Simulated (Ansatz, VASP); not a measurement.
Two plane-wave programs on GaSb

```
Ga Sb
1.0
     0.00000    3.05728    3.05728
     3.05728    0.00000    3.05728
     3.05728    3.05728    0.00000
Ga Sb
1 1
Direct
  0.00000 0.00000 0.00000
  0.25000 0.25000 0.25000
```

Alike in both runs: task single point; functional HSE06; k mesh 4 × 4 × 4; occupations fermi-dirac, width 0.1 eV; no spin polarisation.

|  | VASP | Ansatz |
| --- | --- | --- |
| version | VASP 6.6.1 | Ansatz 0.2.0 development build |
| potentials or method | VASP PAW PBE potentials, release 64 (Ga_d, Sb) | plane waves, PAW datasets (generated soft set 1) |
| plane-wave cutoff (eV) | 520 | 420 |
| valence electrons in the cell | 18 | 28 |

|  | VASP | Ansatz | Ansatz less VASP |
| --- | --- | --- | --- |
| gap on the k mesh at the Fermi level (eV) | 0.91 | 0.90 | -0.016 |

VASP's potentials hold 18 valence electrons a cell and Ansatz's 28, so a difference there can come from the potentials and not from the codes.

The k mesh is coarse, so the values compare programs but aren't converged. Spin-orbit coupling is off throughout.
